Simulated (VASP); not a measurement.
# TiO2 (Pbcn) in VASP: electric field gradients with r2SCAN

Aim: the electric field gradients of TiO2 with r2SCAN.

Everything below comes from runs of VASP 6.6.1. Logs are shortened: lines on timing, memory, paths and dates and some standing lists are left out, and cuts for length are marked.

## (1) The cell of the first run

The structure is orthorhombic, space group Pbcn (No. 60). The conventional cell has a = 4.545 Å, b = 5.520 Å, c = 4.909 Å, α = 90.00°, β = 90.00°, γ = 90.00°. Within 2.5 Å of Ti (site symmetry 2) lie 6 O at 1.88 to 2.09 Å. O (site symmetry 1) has 3 Ti at 1.88 to 2.09 Å within 2.5 Å.

## (2) Electric field gradients, r2SCAN

The input, POSCAR:

```
TiO2
1.0
    4.5453495500      0.0000000000      0.0000000000
    0.0000000000      5.5196194400      0.0000000000
    0.0000000000      0.0000000000      4.9091968600
Ti O
4 8
Direct
    0.5000000000      0.6729909300      0.7500000000
    0.0000000000      0.8270090700      0.2500000000
    0.5000000000      0.3270090700      0.2500000000
    0.0000000000      0.1729909300      0.7500000000
    0.7285493800      0.6182753600      0.0813509200
    0.2285493800      0.8817246400      0.9186490800
    0.7714506200      0.8817246400      0.5813509200
    0.2714506200      0.6182753600      0.4186490800
    0.7285493800      0.3817246400      0.5813509200
    0.2285493800      0.1182753600      0.4186490800
    0.7714506200      0.1182753600      0.0813509200
    0.2714506200      0.3817246400      0.9186490800
```

The input, INCAR.step1:

```
SYSTEM = TiO2
  PREC = Accurate
  ENCUT = 520
  ISMEAR = -1
  SIGMA = 0.02
  LREAL = .False.
  LASPH = .True.
  NELM = 100
  NBANDS = 60
  GGA = PE
  ALGO = Normal
  EDIFF = 1E-4
  LWAVE = .True.
  LCHARG = .False.
```

The input, INCAR.step2:

```
SYSTEM = TiO2
  PREC = Accurate
  ENCUT = 520
  EDIFF = 1E-8
  ISMEAR = -1
  SIGMA = 0.02
  LREAL = .False.
  LASPH = .True.
  NELM = 100
  ALGO = Normal
  ISIF = 2
  LWAVE = .False.
  LCHARG = .False.
  METAGGA = R2SCAN
  LMIXTAU = .True.
  LEFG = .True.
  NBANDS = 60
  ISTART = 1
```

The input, KPOINTS:

```
Automatic mesh
0
Gamma
  5 4 4
  0 0 0
```

Potentials or basis: VASP PAW PBE potentials, release 64 (Ti_sv, O).

On the command line:

```sh
cat potpaw_PBE.64/Ti_sv/POTCAR potpaw_PBE.64/O/POTCAR > POTCAR
cp INCAR.step1 INCAR
mpirun -np 1 vasp_std > vasp.out
cp INCAR.step2 INCAR
mpirun -np 1 vasp_std > vasp.out
```

OUTCAR:

```text
SYSTEM = TiO2
   PREC = Accurate
   ENCUT = 520
   EDIFF = 1E-8
   ISMEAR = -1
   LREAL = .False.
   LASPH = .True.
   NELM = 100
   ISIF = 2
   METAGGA = R2SCAN
   ISTART = 1

 ion  position               nearest neighbor table
   1  0.500  0.673  0.750-   6 1.88   7 1.88   5 1.95   8 1.95   9 2.09  12 2.09
   2  0.000  0.827  0.250-   5 1.88   8 1.88   7 1.95   6 1.95  10 2.09  11 2.09
   3  0.500  0.327  0.250-  10 1.88  11 1.88   9 1.95  12 1.95   5 2.09   8 2.09
   4  0.000  0.173  0.750-   9 1.88  12 1.88  11 1.95  10 1.95   6 2.09   7 2.09
   5  0.729  0.618  0.081-   2 1.88   1 1.95   3 2.09
   6  0.229  0.882  0.919-   1 1.88   2 1.95   4 2.09
   7  0.771  0.882  0.581-   1 1.88   2 1.95   4 2.09
   8  0.271  0.618  0.419-   2 1.88   1 1.95   3 2.09
   9  0.729  0.382  0.581-   4 1.88   3 1.95   1 2.09
  10  0.229  0.118  0.419-   3 1.88   4 1.95   2 2.09
  11  0.771  0.118  0.081-   3 1.88   4 1.95   2 2.09
  12  0.271  0.382  0.919-   4 1.88   3 1.95   1 2.09

  LATTYP: Found a simple orthorhombic cell.
 ALAT       =     4.5453495500
 B/A-ratio  =     1.0800482572
 C/A-ratio  =     1.2143443269

  Lattice vectors:

 A1 = (  -4.5453495500,   0.0000000000,   0.0000000000)
 A2 = (   0.0000000000,   0.0000000000,   4.9091968600)
 A3 = (   0.0000000000,   5.5196194400,   0.0000000000)

Analysis of symmetry for initial positions (statically):
=====================================================================
 Subroutine PRICEL returns:
 Original cell was already a primitive cell.

 Routine SETGRP: Setting up the symmetry group for a
 simple orthorhombic supercell.

 Subroutine GETGRP returns: Found  8 space group operations
 (whereof  2 operations were pure point group operations)
 out of a pool of  8 trial point group operations.

The static configuration has the point symmetry S_2 .
 The point group associated with its full space group is D_2h.

Analysis of symmetry for dynamics (positions and initial velocities):
=====================================================================
 Subroutine PRICEL returns:
 Original cell was already a primitive cell.

 Routine SETGRP: Setting up the symmetry group for a
 simple orthorhombic supercell.

 Subroutine GETGRP returns: Found  8 space group operations
 (whereof  2 operations were pure point group operations)
 out of a pool of  8 trial point group operations.

The dynamic configuration has the point symmetry S_2 .
 The point group associated with its full space group is D_2h.

 Subroutine INISYM returns: Found  8 space group operations
 (whereof  2 operations are pure point group operations),
 and found     1 'primitive' translations

----------------------------------------------------------------------------------------

                                     Primitive cell

  volume of cell :     123.1649

  direct lattice vectors                    reciprocal lattice vectors
     4.545349550  0.000000000  0.000000000     0.220005082  0.000000000  0.000000000
     0.000000000  5.519619440  0.000000000     0.000000000  0.181171911  0.000000000
     0.000000000  0.000000000  4.909196860     0.000000000  0.000000000  0.203699307

  length of vectors
     4.545349550  5.519619440  4.909196860     0.220005082  0.181171911  0.203699307

  position of ions in fractional coordinates (direct lattice)
     0.500000000  0.672990930  0.750000000
     0.000000000  0.827009070  0.250000000
     0.500000000  0.327009070  0.250000000
     0.000000000  0.172990930  0.750000000
     0.728549380  0.618275360  0.081350920
     0.228549380  0.881724640  0.918649080
     0.771450620  0.881724640  0.581350920
     0.271450620  0.618275360  0.418649080
     0.728549380  0.381724640  0.581350920
     0.228549380  0.118275360  0.418649080
     0.771450620  0.118275360  0.081350920
     0.271450620  0.381724640  0.918649080

  ion indices of the primitive-cell ions
   primitive index   ion index
                 1           1
                 2           2
                 3           3
                 4           4
                 5           5
                 6           6
                 7           7
                 8           8
                 9           9
                10          10
                11          11
                12          12

[... 62 lines left out ...]
   PREC   = accura    normal or accurate (medium, high low for compatibility)
   ISTART =      1    job   : 0-new  1-cont  2-samecut
   ICHARG =      0    charge: 1-file 2-atom 10-const
   ISPIN  =      1    spin polarized calculation?
   LNONCOLLINEAR =      F non collinear calculations
   LSORBIT =      F    spin-orbit coupling
   LASPH  =      T    aspherical Exc in radial PAW
   ENCUT  =  520.0 eV  38.22 Ry    6.18 a.u.   8.45 10.26  9.13*2*pi/ulx,y,z
   NELM   =    100;   NELMIN=  2; NELMDL=  0     # of ELM steps
   EDIFF  = 0.1E-07   stopping-criterion for ELM
   LREAL  =      F    real-space projection
   EDIFFG = 0.1E-06   stopping-criterion for IOM
   NSW    =      0    number of steps for IOM
   IBRION =     -1    ionic relax: 0-MD 1-quasi-New 2-CG
   NFREE  =      0    steps in history (QN), initial steepest desc. (CG)
   ISIF   =      2    stress and relaxation
   ISYM   =      2    0-nonsym 1-usesym 2-fastsym
   POTIM  = 0.5000    time-step for ionic-motion
   TEBEG  =    0.0;   TEEND  =   0.0 temperature during run
   PSTRESS=    0.0 pullay stress
   NELECT =      96.0000    total number of electrons
   NUPDOWN=      -1.0000    fix difference up-down
   EMIN   =  10.00;   EMAX   =-10.00  energy-range for DOS
   EFERMI =   0.00;   METHOD = LEGACY
   ISMEAR =    -1;   SIGMA  =   0.02  broadening in eV -4-tet -1-fermi 0-gaus
   EFERMI_NEDOS =   21; number of points for ismear=-14 and -15
   IALGO  =     38    algorithm
   IMIX   =      4    mixing-type and parameters
     AMIX     =   0.40;   BMIX     =  1.00
     AMIX_MAG =   1.60;   BMIX_MAG =  1.00
  volume/ion in A,a.u.               =      10.26        69.26
  Fermi-wavevector in a.u.,A,eV,Ry     =   1.506617  2.847094 30.883806  2.269896
  Thomas-Fermi vector in A             =   2.617311
   LORBIT       =      0    0 simple, 1 ext, 2 COOP (PROOUT), +10 PAW based schemes
   METAGGA = R2SCAN    functional components
   LHFCALC =     F    Hartree Fock is set to
   AEXX    =    0.0000 exact exchange contribution
   IVDW    =     0    specifies the selected vdW correction
   LEPSILON=     F    determine dielectric tensor
   LRPA    =     F    only Hartree local field effects (RPA)
 non-spin polarized calculation
  energy-cutoff  :      520.00
  volume of cell :      123.16
 maximum number of plane-waves:      3334
 NGX is ok and might be reduce to    36
   NGX = 17   NGY = 21   NGZ = 19

 number of electron      96.0000013 magnetization

 Free energy of the ion-electron system (eV)
  ---------------------------------------------------
  ext. energy  EPLUGINS =         0.00000000
  ---------------------------------------------------
  free energy    TOTEN  =      -139.63580702 eV

  energy without entropy =     -139.63580702  energy(sigma->0) =     -139.63580702

 E-fermi :   4.9091     XC(G=0): -12.2665

 val. band max:        4.3120048010   @ k =   0.0000   0.0000   0.0000
 cond. band min:       7.3175108182   @ k =   0.0000   0.0000   0.5000
 fundamental gap:      3.0055060172
 Fermi energy:         4.9090904314

 k-point     1 :       0.0000    0.0000    0.0000
  band No.  band energies     occupation
      1     -54.3350      2.00000
      2     -54.3121      2.00000
      3     -54.3047      2.00000
      4     -54.2988      2.00000
      5     -29.7309      2.00000
      6     -29.6454      2.00000
[... 1501 lines left out ...]
     59       8.8628      0.00000
     60       8.8628      0.00000

 [... further k-points ...]
[... 5 lines left out ...]
  --------------------------------------------------------------------------------------
  -------------------------------------------------------------------------------------
  Total        0.1132596     -0.0599281      0.0626013      0.0000000      0.0000000      0.0000000
  in kB        1.4733262     -0.7795690      0.8143427      0.0000000      0.0000000      0.0000000
  external PRESSURE =       0.5027000 kB  Pullay stress =       0.0000000 kB

 VOLUME and BASIS-vectors are now :
 -----------------------------------------------------------------------------
  energy-cutoff  :      520.00
  volume of cell :      123.16
      direct lattice vectors                 reciprocal lattice vectors
     4.545349550  0.000000000  0.000000000     0.220005082  0.000000000  0.000000000
     0.000000000  5.519619440  0.000000000     0.000000000  0.181171911  0.000000000
     0.000000000  0.000000000  4.909196860     0.000000000  0.000000000  0.203699307

 POSITION                                       TOTAL-FORCE (eV/Angst)
 -----------------------------------------------------------------------------------
      2.27267      3.71465      3.68190         0.000000      0.000876     -0.000000
      0.00000      4.56478      1.22730         0.000000     -0.000876      0.000000
      2.27267      1.80497      1.22730         0.000000     -0.000876      0.000000
      0.00000      0.95484      3.68190         0.000000      0.000876     -0.000000
      3.31151      3.41264      0.39937        -0.000051     -0.007638     -0.004308
      1.03884      4.86678      4.50983        -0.000051      0.007638      0.004308
      3.50651      4.86678      2.85397         0.000051      0.007638     -0.004308
      1.23384      3.41264      2.05523         0.000051     -0.007638      0.004308
      3.31151      2.10697      2.85397        -0.000051      0.007638     -0.004308
      1.03884      0.65283      2.05523        -0.000051     -0.007638      0.004308
      3.50651      0.65283      0.39937         0.000051     -0.007638     -0.004308
      1.23384      2.10697      4.50983         0.000051      0.007638      0.004308
 -----------------------------------------------------------------------------------
    total drift:                                0.000000      0.000000      0.000000

  FREE ENERGIE OF THE ION-ELECTRON SYSTEM (eV)
  ---------------------------------------------------
  free  energy   TOTEN  =      -139.6358070210 eV

  energy  without entropy=     -139.6358070210  energy(sigma->0) =     -139.63580702

 Electric field gradients (V/A^2)
---------------------------------------------------------------------
 ion       V_xx      V_yy      V_zz      V_xy      V_xz      V_yz
---------------------------------------------------------------------
   1     -13.466    26.021   -12.555     0.000     3.013     0.000
   2     -13.466    26.021   -12.555    -0.000    -3.013     0.000
   3     -13.466    26.021   -12.555    -0.000     3.013     0.000
   4     -13.466    26.021   -12.555    -0.000    -3.013    -0.000
   5      -5.501     0.829     4.672    23.454     9.859    -3.273
   6      -5.501     0.829     4.672   -23.454    -9.859    -3.273
   7      -5.501     0.829     4.672    23.454    -9.859     3.273
   8      -5.501     0.829     4.672   -23.454     9.859     3.273
   9      -5.501     0.829     4.672   -23.454     9.859     3.273
  10      -5.501     0.829     4.672    23.454    -9.859     3.273
  11      -5.501     0.829     4.672   -23.454    -9.859    -3.273
  12      -5.501     0.829     4.672    23.454     9.859    -3.273
---------------------------------------------------------------------

 Electric field gradients after diagonalization (V/A^2)
 (convention: |V_zz| > |V_xx| > |V_yy|)
----------------------------------------------------------------------
 ion       V_xx      V_yy      V_zz     asymmetry (V_yy - V_xx)/ V_zz
----------------------------------------------------------------------
   1     -16.057    -9.963    26.021       0.234
   2     -16.057    -9.963    26.021       0.234
   3     -16.057    -9.963    26.021       0.234
   4     -16.057    -9.963    26.021       0.234
   5      22.356     6.416   -28.772       0.554
   6      22.356     6.416   -28.772       0.554
   7      22.356     6.416   -28.772       0.554
   8      22.356     6.416   -28.772       0.554
   9      22.356     6.416   -28.772       0.554
  10      22.356     6.416   -28.772       0.554
  11      22.356     6.416   -28.772       0.554
  12      22.356     6.416   -28.772       0.554
----------------------------------------------------------------------

           NMR quadrupolar parameters

 Cq : quadrupolar parameter    Cq=e*Q*V_zz/h
 eta: asymmetry parameters     (V_yy - V_xx)/ V_zz
 Q  : nuclear electric quadrupole moment in mb (millibarn)
----------------------------------------------------------------------
 ion       Cq(MHz)       eta       Q (mb)
----------------------------------------------------------------------
   1       0.063       0.234       1.000
   2       0.063       0.234       1.000
   3       0.063       0.234       1.000
   4       0.063       0.234       1.000
   5      -0.070       0.554       1.000
   6      -0.070       0.554       1.000
   7      -0.070       0.554       1.000
   8      -0.070       0.554       1.000
   9      -0.070       0.554       1.000
  10      -0.070       0.554       1.000
  11      -0.070       0.554       1.000
  12      -0.070       0.554       1.000
----------------------------------------------------------------------
```

Run time: 32 min. Hardware: 1 thread of AMD EPYC 7R13, shared host; peak memory 0.31 GiB.

What came out:

```yaml
Free_energy: -139.6358 eV
Pressure: 0.1 GPa
Largest_force: 0.009 eV/Å
Band_gap_on_the_k_mesh: 3.01 eV, indirect (least direct gap 3.04 eV)
```

Forces on the atoms (eV/Å):
```
Ti   0.000  0.001  0.000
Ti   0.000 -0.001  0.000
Ti   0.000 -0.001  0.000
Ti   0.000  0.001  0.000
O    0.000 -0.008 -0.004
O    0.000  0.008  0.004
O    0.000  0.008 -0.004
O    0.000 -0.008  0.004
O    0.000  0.008 -0.004
O    0.000 -0.008  0.004
O    0.000 -0.008 -0.004
O    0.000  0.008  0.004
```

Stress tensor (GPa, compression positive):
```
 0.15  0.00  0.00
 0.00 -0.08  0.00
 0.00  0.00  0.08
```

Levels at points of the mesh, in eV from the valence-band top:
```csv
k point,band 45,band 46,band 47,band 48,band 49,band 50,band 51,band 52
"(0.00, 0.00, 0.00)",-0.54,-0.44,-0.03,0.00,3.04,3.07,3.19,3.20
"(0.00, 0.50, 0.00)",-1.24,-1.24,-0.15,-0.15,3.18,3.18,3.59,3.59
"(0.00, 0.00, 0.50)",-0.44,-0.44,-0.31,-0.31,3.01,3.01,3.43,3.43
"(0.00, 0.50, 0.50)",-0.45,-0.45,-0.45,-0.45,3.30,3.30,3.30,3.30
```

Electric field gradients, principal values (V/Å²):
```
atom   least   middle  greatest (by size)
1 Ti  -9.963  -16.057              26.021
2 Ti  -9.963  -16.057              26.021
3 Ti  -9.963  -16.057              26.021
4 Ti  -9.963  -16.057              26.021
 5 O   6.416   22.356             -28.772
 6 O   6.416   22.356             -28.772
 7 O   6.416   22.356             -28.772
 8 O   6.416   22.356             -28.772
 9 O   6.416   22.356             -28.772
10 O   6.416   22.356             -28.772
11 O   6.416   22.356             -28.772
12 O   6.416   22.356             -28.772
```

Caveat: without QUAD_EFG the Cq values of the log hold for a quadrupole moment of 1 mb, not for the nuclei; the PAW data sets were made with another functional, which shifts forces and pressure a little. A k mesh can miss the band edges.
